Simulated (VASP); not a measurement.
A run of VASP 6.6.1:

INCAR

```
ALGO = Normal
EDIFF = 1E-6
ENCUT = 600
GGA = PE
GGA_COMPAT = F
ISIF = 2
ISMEAR = -1
LASPH = T
LCHARG = F
LREAL = F
LWAVE = F
NBANDS = 25
NELM = 120
PREC = Accurate
SIGMA = 0.005
```

The input KPOINTS:

```
k-points
0
Gamma
  5 5 3
```

File POSCAR:

```
CSe2
1.0
    3.5697670000     -2.9947800000      0.0000000000
    3.5697670000      2.9947800000      0.0000000000
    0.0000000000      0.0000000000      9.4626520000
Se C
4 2
Direct
    0.2124220000      0.7875780000      0.8793850000
    0.7875780000      0.2124220000      0.1206150000
    0.2875780000      0.7124220000      0.3793850000
    0.7124220000      0.2875780000      0.6206150000
    0.0000000000      0.0000000000      0.0000000000
    0.5000000000      0.5000000000      0.5000000000
```

Potentials or basis: VASP PAW PBE potentials, release 64 (Se, C).

Launch:

```console
$ cat potpaw_PBE.64/Se/POTCAR potpaw_PBE.64/C/POTCAR > POTCAR
$ mpirun -np 1 vasp_std > vasp.out
```

Hardware: 1 thread of Intel Xeon 8259CL, on a shared host.

Q: Estimate the wall time of this run.

A: Run time: 3.1 min on 1 thread of Intel Xeon 8259CL, with other jobs on the host, peak memory 0.38 GiB. Counts: scf iterations 14, k points 18.
